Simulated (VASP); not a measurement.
# GaAs (F-43m) in VASP: notebook

The runs below take GaAs through single point, with PBEsol, PBE0.

All numbers are computed with VASP 6.6.1; they aren't measurements. Logs are shortened: lines on timing, memory, paths and dates and some standing lists are left out, and cuts for length are marked.

**Measured values to compare with.**

From “Evidence of valence band perturbations in GaAsN/GaAs(001): A combined variable-angle spectroscopic ellipsometry and modulated photoreflectance investigation”, 2008, arxiv:0805.2212, for a bulk crystal of GaAs at 300 K: band gap 1.412 ± 0.01 eV (direct).

The runs below are set against these values where they give the same quantity.

**1. The cell of the first run**

The structure is cubic, space group F-43m (No. 216). Conventional cell: a = 5.657 Å, b = 5.657 Å, c = 5.657 Å, α = 90.00°, β = 90.00°, γ = 90.00°. Within 3.2 Å of Ga (site symmetry -43m) lie 4 As at 2.45 Å. As (site symmetry -43m) has 4 Ga at 2.45 Å within 3.2 Å.

**2. Single point, PBEsol**

INCAR reads:

```
SYSTEM = GaAs
ALGO = Normal
EDIFF = 1E-6
ENCUT = 510
GGA = PS
GGA_COMPAT = .FALSE.
ISIF = 2
ISMEAR = -1
LASPH = .TRUE.
LCHARG = .FALSE.
LREAL = .FALSE.
LWAVE = .FALSE.
NBANDS = 21
NELM = 120
PREC = Accurate
SIGMA = 0.02
```

KPOINTS reads:

```
k-points
0
G
  8 8 8
  0 0 0
```

POSCAR reads:

```
GaAs
1.0
    0.0000000000      2.8287418603      2.8287418603
    2.8287418603      0.0000000000      2.8287418603
    2.8287418603      2.8287418603      0.0000000000
Ga As
1 1
Direct
    0.0000000000      0.0000000000      0.0000000000
    0.2500000000      0.2500000000      0.2500000000
```

Potentials or basis: VASP PAW PBE potentials, release 64 (Ga_d, As_d).

Started as:

```console
> cat potpaw_PBE.64/Ga_d/POTCAR potpaw_PBE.64/As_d/POTCAR > POTCAR
> mpirun -np 1 vasp_std > vasp.out
```

OUTCAR:

```text
SYSTEM = GaAs
   EDIFF = 1E-6
   ENCUT = 510
   GGA = PS
   ISIF = 2
   ISMEAR = -1
   LASPH = .TRUE.
   LREAL = .FALSE.
   NELM = 120
   PREC = Accurate

 ion  position               nearest neighbor table
   1  0.000  0.000  0.000-   2 2.45   2 2.45   2 2.45   2 2.45
   2  0.250  0.250  0.250-   1 2.45   1 2.45   1 2.45   1 2.45

  LATTYP: Found a face centered cubic cell.
 ALAT       =     5.6574837206

  Lattice vectors:

 A1 = (   0.0000000000,   2.8287418603,   2.8287418603)
 A2 = (   2.8287418603,   0.0000000000,   2.8287418603)
 A3 = (   2.8287418603,   2.8287418603,   0.0000000000)

Analysis of symmetry for initial positions (statically):
=====================================================================
 Subroutine PRICEL returns:
 Original cell was already a primitive cell.

 Routine SETGRP: Setting up the symmetry group for a
 face centered cubic supercell.

 Subroutine GETGRP returns: Found 24 space group operations
 (whereof 24 operations were pure point group operations)
 out of a pool of 48 trial point group operations.

The static configuration has the point symmetry T_d .

Analysis of symmetry for dynamics (positions and initial velocities):
=====================================================================
 Subroutine PRICEL returns:
 Original cell was already a primitive cell.

 Routine SETGRP: Setting up the symmetry group for a
 face centered cubic supercell.

 Subroutine GETGRP returns: Found 24 space group operations
 (whereof 24 operations were pure point group operations)
 out of a pool of 48 trial point group operations.

The dynamic configuration has the point symmetry T_d .

 Subroutine INISYM returns: Found 24 space group operations
 (whereof 24 operations are pure point group operations),
 and found     1 'primitive' translations

----------------------------------------------------------------------------------------

                                     Primitive cell

  volume of cell :      45.2699

  direct lattice vectors                    reciprocal lattice vectors
     0.000000000  2.828741860  2.828741860    -0.176757027  0.176757027  0.176757027
     2.828741860  0.000000000  2.828741860     0.176757027 -0.176757027  0.176757027
     2.828741860  2.828741860  0.000000000     0.176757027  0.176757027 -0.176757027

  length of vectors
     4.000445103  4.000445103  4.000445103     0.306152151  0.306152151  0.306152151

  position of ions in fractional coordinates (direct lattice)
     0.000000000  0.000000000  0.000000000
     0.250000000  0.250000000  0.250000000

  ion indices of the primitive-cell ions
   primitive index   ion index
                 1           1
                 2           2

----------------------------------------------------------------------------------------

 KPOINTS: k-points

Automatic generation of k-mesh.
 Grid dimensions read from file:
 generate k-points for:    8    8    8

 Generating k-lattice:

  Cartesian coordinates                     Fractional coordinates (reciprocal lattice)
    -0.022094628  0.022094628  0.022094628     0.125000000  0.000000000  0.000000000
     0.022094628 -0.022094628  0.022094628     0.000000000  0.125000000  0.000000000
     0.022094628  0.022094628 -0.022094628     0.000000000  0.000000000  0.125000000

  Length of vectors
     0.038269019  0.038269019  0.038269019

  Shift w.r.t. Gamma in fractional coordinates (k-lattice)
     0.000000000  0.000000000  0.000000000

 Subroutine IBZKPT returns following result:
 ===========================================

 Found     29 irreducible k-points:

 Following reciprocal coordinates:
            Coordinates               Weight
  0.000000  0.000000  0.000000      1.000000
  0.125000  0.000000  0.000000      8.000000
  0.250000  0.000000  0.000000      8.000000
  0.375000  0.000000  0.000000      8.000000
  0.500000  0.000000  0.000000      4.000000
  0.125000  0.125000  0.000000      6.000000
[... 16 lines left out ...]
  0.500000  0.250000  0.125000     48.000000
 -0.375000  0.250000  0.125000     24.000000
 [... further k-points ...]
   k-points           NKPTS =     29   k-points in BZ     NKDIM =     29   number of bands    NBANDS=     21
   number of dos      NEDOS =    301   number of ions     NIONS =      2
   total plane-waves  NPLWV =  27000
   dimension x,y,z NGX =    30 NGY =   30 NGZ =   30
   dimension x,y,z NGXF=    60 NGYF=   60 NGZF=   60
   ions per type =               1   1
   NGX,Y,Z   is equivalent  to a cutoff of  12.47, 12.47, 12.47 a.u.
   NGXF,Y,Z  is equivalent  to a cutoff of  24.93, 24.93, 24.93 a.u.
 SYSTEM =  GaAs
   PREC   = accura    normal or accurate (medium, high low for compatibility)
   ISTART =      0    job   : 0-new  1-cont  2-samecut
   ICHARG =      2    charge: 1-file 2-atom 10-const
   ISPIN  =      1    spin polarized calculation?
   LNONCOLLINEAR =      F non collinear calculations
   LSORBIT =      F    spin-orbit coupling
   LASPH  =      T    aspherical Exc in radial PAW
   ENCUT  =  510.0 eV  37.48 Ry    6.12 a.u.   7.37  7.37  7.37*2*pi/ulx,y,z
   NELM   =    120;   NELMIN=  2; NELMDL= -5     # of ELM steps
   EDIFF  = 0.1E-05   stopping-criterion for ELM
   LREAL  =      F    real-space projection
[... 7 lines left out ...]
   TEBEG  =    0.0;   TEEND  =   0.0 temperature during run
   PSTRESS=    0.0 pullay stress
   NELECT =      28.0000    total number of electrons
   NUPDOWN=      -1.0000    fix difference up-down
   EMIN   =  10.00;   EMAX   =-10.00  energy-range for DOS
   EFERMI =   0.00;   METHOD = LEGACY
   ISMEAR =    -1;   SIGMA  =   0.02  broadening in eV -4-tet -1-fermi 0-gaus
   EFERMI_NEDOS =   21; number of points for ismear=-14 and -15
   IALGO  =     38    algorithm
   IMIX   =      4    mixing-type and parameters
     AMIX     =   0.40;   BMIX     =  1.00
     AMIX_MAG =   1.60;   BMIX_MAG =  1.00
  volume/ion in A,a.u.               =      22.63       152.75
  Fermi-wavevector in a.u.,A,eV,Ry     =   1.394839  2.635864 26.471180  1.945577
  Thomas-Fermi vector in A             =   2.518349
   LORBIT       =      0    0 simple, 1 ext, 2 COOP (PROOUT), +10 PAW based schemes
   GGA     = PS    functional components
   LHFCALC =     F    Hartree Fock is set to
   AEXX    =    0.0000 exact exchange contribution
   IVDW    =     0    specifies the selected vdW correction
   LEPSILON=     F    determine dielectric tensor
   LRPA    =     F    only Hartree local field effects (RPA)
 non-spin polarized calculation
  energy-cutoff  :      510.00
  volume of cell :       45.27
 maximum number of plane-waves:      1243
 NGX is ok and might be reduce to    30
   NGX = 15   NGY = 15   NGZ = 15

 number of electron      28.0000010 magnetization

 Free energy of the ion-electron system (eV)
  ---------------------------------------------------
  ext. energy  EPLUGINS =         0.00000000
  ---------------------------------------------------
  free energy    TOTEN  =        -9.11024004 eV

  energy without entropy =       -9.11023998  energy(sigma->0) =       -9.11024001

 E-fermi :   3.2140     XC(G=0): -10.1175

 val. band max:        2.9855209199   @ k =   0.0000   0.0000   0.0000
 cond. band min:       3.4205888643   @ k =   0.0000   0.0000   0.0000
 fundamental gap:      0.4350679444
 Fermi energy:         3.2140450459

 k-point     1 :       0.0000    0.0000    0.0000
  band No.  band energies     occupation
      1     -32.0950      2.00000
      2     -32.0950      2.00000
      3     -32.0950      2.00000
      4     -32.0847      2.00000
      5     -32.0847      2.00000
      6     -11.7782      2.00000
[... 13 lines left out ...]
     20      13.1617      0.00000
     21      13.1617      0.00000

 k-point     2 :       0.1250    0.0000    0.0000
  band No.  band energies     occupation
      1     -32.0949      2.00000
      2     -32.0948      2.00000
      3     -32.0948      2.00000
      4     -32.0847      2.00000
      5     -32.0847      2.00000
      6     -11.7921      2.00000
[... 13 lines left out ...]
     20      12.2431      0.00000
     21      12.2431      0.00000

 k-point     3 :       0.2500    0.0000    0.0000
  band No.  band energies     occupation
      1     -32.0949      2.00000
      2     -32.0945      2.00000
      3     -32.0945      2.00000
      4     -32.0846      2.00000
      5     -32.0846      2.00000
      6     -11.8225      2.00000
[... 13 lines left out ...]
     20      11.9904      0.00000
     21      11.9904      0.00000

 k-point     4 :       0.3750    0.0000    0.0000
  band No.  band energies     occupation
      1     -32.0948      2.00000
      2     -32.0942      2.00000
      3     -32.0942      2.00000
      4     -32.0845      2.00000
      5     -32.0845      2.00000
      6     -11.8495      2.00000
[... 13 lines left out ...]
     20      13.1650      0.00000
     21      13.1650      0.00000

 k-point     5 :       0.5000    0.0000    0.0000
  band No.  band energies     occupation
      1     -32.0948      2.00000
      2     -32.0941      2.00000
      3     -32.0941      2.00000
      4     -32.0845      2.00000
      5     -32.0845      2.00000
      6     -11.8599      2.00000
[... 13 lines left out ...]
     20      14.8437      0.00000
     21      14.8437      0.00000

 k-point     6 :       0.1250    0.1250    0.0000
  band No.  band energies     occupation
      1     -32.0951      2.00000
      2     -32.0947      2.00000
      3     -32.0947      2.00000
      4     -32.0848      2.00000
      5     -32.0846      2.00000
      6     -11.7999      2.00000
[... 13 lines left out ...]
     20      11.7166      0.00000
     21      13.4176      0.00000

 k-point     7 :       0.2500    0.1250    0.0000
  band No.  band energies     occupation
      1     -32.0951      2.00000
      2     -32.0944      2.00000
      3     -32.0944      2.00000
      4     -32.0848      2.00000
      5     -32.0844      2.00000
      6     -11.8239      2.00000
[... 13 lines left out ...]
     20      12.9360      0.00000
     21      13.1964      0.00000
[... 291 lines left out ...]
      1     -32.0952      2.00000
      2     -32.0936      2.00000
      3     -32.0934      2.00000
      4     -32.0849      2.00000
      5     -32.0840      2.00000
      6     -11.8803      2.00000
[... 13 lines left out ...]
     20      13.5225      0.00000
     21      17.1444      0.00000

 k-point    21 :       0.5000    0.5000    0.0000
  band No.  band energies     occupation
      1     -32.0959      2.00000
      2     -32.0931      2.00000
      3     -32.0931      2.00000
      4     -32.0852      2.00000
      5     -32.0838      2.00000
      6     -11.8917      2.00000
[... 13 lines left out ...]
     20      16.1855      0.00000
     21      16.4017      0.00000

 k-point    22 :       0.3750    0.2500    0.1250
  band No.  band energies     occupation
      1     -32.0951      2.00000
      2     -32.0941      2.00000
      3     -32.0941      2.00000
      4     -32.0848      2.00000
      5     -32.0843      2.00000
      6     -11.8452      2.00000
[... 13 lines left out ...]
     20      13.8426      0.00000
     21      14.3081      0.00000

 k-point    23 :       0.5000    0.2500    0.1250
  band No.  band energies     occupation
      1     -32.0949      2.00000
      2     -32.0941      2.00000
      3     -32.0938      2.00000
      4     -32.0847      2.00000
      5     -32.0843      2.00000
      6     -11.8621      2.00000
[... 13 lines left out ...]
     20      13.7469      0.00000
     21      15.1530      0.00000

 k-point    24 :      -0.3750    0.2500    0.1250
  band No.  band energies     occupation
      1     -32.0947      2.00000
      2     -32.0942      2.00000
      3     -32.0936      2.00000
      4     -32.0847      2.00000
      5     -32.0843      2.00000
      6     -11.8684      2.00000
[... 13 lines left out ...]
     20      14.4959      0.00000
     21      15.0512      0.00000

 [... further k-points ...]
[... 5 lines left out ...]
  --------------------------------------------------------------------------------------
  -------------------------------------------------------------------------------------
  Total       -0.0181523     -0.0181523     -0.0181523      0.0000000     -0.0000000      0.0000000
  in kB       -0.6424389     -0.6424389     -0.6424389      0.0000000     -0.0000000      0.0000000
  external PRESSURE =      -0.6424389 kB  Pullay stress =       0.0000000 kB

 VOLUME and BASIS-vectors are now :
 -----------------------------------------------------------------------------
  energy-cutoff  :      510.00
  volume of cell :       45.27
      direct lattice vectors                 reciprocal lattice vectors
     0.000000000  2.828741860  2.828741860    -0.176757027  0.176757027  0.176757027
     2.828741860  0.000000000  2.828741860     0.176757027 -0.176757027  0.176757027
     2.828741860  2.828741860  0.000000000     0.176757027  0.176757027 -0.176757027

 POSITION                                       TOTAL-FORCE (eV/Angst)
 -----------------------------------------------------------------------------------
      0.00000      0.00000      0.00000         0.000000      0.000000      0.000000
      1.41437      1.41437      1.41437        -0.000000     -0.000000     -0.000000
 -----------------------------------------------------------------------------------
    total drift:                               -0.000000     -0.000000     -0.000000

  FREE ENERGIE OF THE ION-ELECTRON SYSTEM (eV)
  ---------------------------------------------------
  free  energy   TOTEN  =        -9.1102400439 eV

  energy  without entropy=       -9.1102399832  energy(sigma->0) =       -9.11024001
```

Wall time 14 s (1 thread of AMD EPYC 9R45 (Zen 5), shared host); peak memory 0.15 GiB.

What came out:

```yaml
Free_energy: -9.1102 eV
Pressure: -0.1 GPa
Band_gap_on_the_k_mesh: 0.44 eV
```

Caveat: semilocal functionals underestimate gaps, and a narrow one can read as zero; the PAW data sets were made with another functional, which shifts forces and pressure a little.

**3. Single point, PBE0**

This run uses another cell than the first one, of 22.74 Å³/atom.

POSCAR reads:

```
GaAs
1.0
    0.0000000000      2.8330831922      2.8330831922
    2.8330831922      0.0000000000      2.8330831922
    2.8330831922      2.8330831922      0.0000000000
Ga As
1 1
Direct
    0.0000000000      0.0000000000      0.0000000000
    0.2500000000      0.2500000000      0.2500000000
```

INCAR.step1 reads:

```
ALGO = Normal
EDIFF = 1E-5
ENCUT = 520
GGA = PE
ISIF = 2
ISMEAR = 0
LASPH = T
LCHARG = F
LREAL = F
LWAVE = T
NBANDS = 16
NELM = 100
PREC = Accurate
SIGMA = 0.01
```

INCAR.step2 reads:

```
AEXX = 0.25
ALGO = Normal
EDIFF = 1E-6
ENCUT = 520
GGA = PE
ISIF = 2
ISMEAR = 0
ISTART = 1
LASPH = T
LCHARG = F
LHFCALC = T
LREAL = F
LWAVE = F
NBANDS = 16
NELM = 100
PREC = Accurate
PRECFOCK = Normal
SIGMA = 0.01
```

KPOINTS reads:

```
k-points
0
Gamma
  6 6 6
```

Potentials or basis: VASP PAW PBE potentials, release 64 (Ga_d, As).

Started as:

```console
> cat potpaw_PBE.64/Ga_d/POTCAR potpaw_PBE.64/As/POTCAR > POTCAR
> cp INCAR.step1 INCAR
> mpirun -np 1 vasp_std > vasp.out
> cp INCAR.step2 INCAR
> mpirun -np 1 vasp_std > vasp.out
```

Run time: 63 min. Hardware: 1 thread of Intel Xeon 8259CL, shared host; peak memory 0.21 GiB.

The run converged. Its results:

```yaml
Free_energy: -10.7290 eV
Pressure: 0.3 GPa
Band_gap_on_the_k_mesh: 1.98 eV
```

Levels at points of the mesh, in eV from the valence-band top:
```csv
k point,band 6,band 7,band 8,band 9,band 10,band 11,band 12,band 13
"(0.00, 0.00, 0.00)",-14.01,0.00,0.00,0.00,1.98,5.22,5.22,5.22
"(0.50, 0.00, 0.00)",-12.11,-7.27,-1.24,-1.24,2.39,6.16,6.16,9.33
"(0.50, 0.50, 0.00)",-11.30,-7.45,-2.93,-2.93,2.74,3.00,12.19,12.19
```

Caveat: the PAW data sets were made with another functional, which shifts forces and pressure a little.

**4. Against experiment**

Step 2. Measured gap of GaAs: 1.412 eV (direct; 300 K; “Evidence of valence band perturbations in GaAsN/GaAs(001): A combined variable-angle spectroscopic ellipsometry and modulated photoreflectance investigation”, 2008, arxiv:0805.2212). This calculation gives 0.44 eV (-0.98 eV). 3 values of this kind are on record (1.412 to 1.51 eV); this one was drawn at random among those near their median, those with a stated uncertainty first. Spin-orbit coupling on As, Ga is left out. The value is that of PBEsol on a finite k mesh, which can miss the band edges, without temperature or zero-point motion. Semilocal functionals fall short of measured gaps as a rule.

Step 3. Against the measured gap of GaAs, 1.412 eV (direct; 300 K; “Evidence of valence band perturbations in GaAsN/GaAs(001): A combined variable-angle spectroscopic ellipsometry and modulated photoreflectance investigation”, 2008, arxiv:0805.2212), the calculated 1.98 eV is off by +0.57 eV. 3 values of this kind are on record (1.412 to 1.51 eV); this one was drawn at random among those near their median, those with a stated uncertainty first. Spin-orbit coupling on As, Ga is left out. The value is that of PBE0 on a finite k mesh, which can miss the band edges, without temperature or zero-point motion.
